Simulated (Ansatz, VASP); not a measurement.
Two plane-wave programs on CdS

INCAR

```
PREC = Accurate ; ENCUT = 520
EDIFF = 1E-6 ; ISMEAR = -1
SIGMA = 0.05 ; LREAL = F
LASPH = T ; NELM = 100
ALGO = Normal ; ISIF = 2
LWAVE = F ; LCHARG = T
GGA = CA ; LELF = T
LVHAR = T ; NBANDS = 16
```

File KPOINTS:

```
Automatic mesh
0
Gamma
  14 14 14
```

Contents of POSCAR:

```
CdS
1.0
    0.0000000000      2.5583567417      2.5583567417
    2.5583567417      0.0000000000      2.5583567417
    2.5583567417      2.5583567417      0.0000000000
Cd S
1 1
Direct
    0.0000000000      0.0000000000      0.0000000000
    0.5000000000      0.5000000000      0.5000000000
```

Input for Ansatz:

```yaml
crystal:
  lattice:
    - [0.0, 2.5583567417, 2.5583567417]
    - [2.5583567417, 0.0, 2.5583567417]
    - [2.5583567417, 2.5583567417, 0.0]
  atoms:
    - { symbol: Cd, position: [0.0, 0.0, 0.0] }
    - { symbol: S, position: [0.5, 0.5, 0.5] }
kpoints:
  mp_grid: { grid: [14, 14, 14] }
scf:
  occupations: { method: fermi_dirac, width: 0.05 }
hamiltonian:
  xc: lda
  pseudopotentials: { kind: paw }
output:
  forces: true
  stress: true
  eigenvalues: true
  populations: true
```

Change from the starting cell: volume scaled by 0.88, PAW files.

Alike in both runs: task single point; functional LDA; k mesh 14 × 14 × 14; occupations fermi-dirac, width 0.05 eV; no spin polarisation.

```csv
,VASP,Ansatz
version,VASP 6.6.1,Ansatz 0.2.0
potentials or method,"VASP PAW LDA potentials, release 64 (Cd, S)","PAW with Ansatz's default frozen-core files, scalar-relativistic"
plane-wave cutoff (eV),520,420
valence electrons in the cell,18,26
```

Ansatz gave:

```
pressure (GPa) : 16.0
```

Problem. Estimate VASP's values.

Solution. Pressure (GPa): 17.3.

LDA's correlation is that of Perdew and Zunger in VASP and of Perdew and Wang (1992) in Ansatz. VASP's potentials hold 18 valence electrons a cell and Ansatz's 26, so a difference there can come from the potentials and not from the codes.
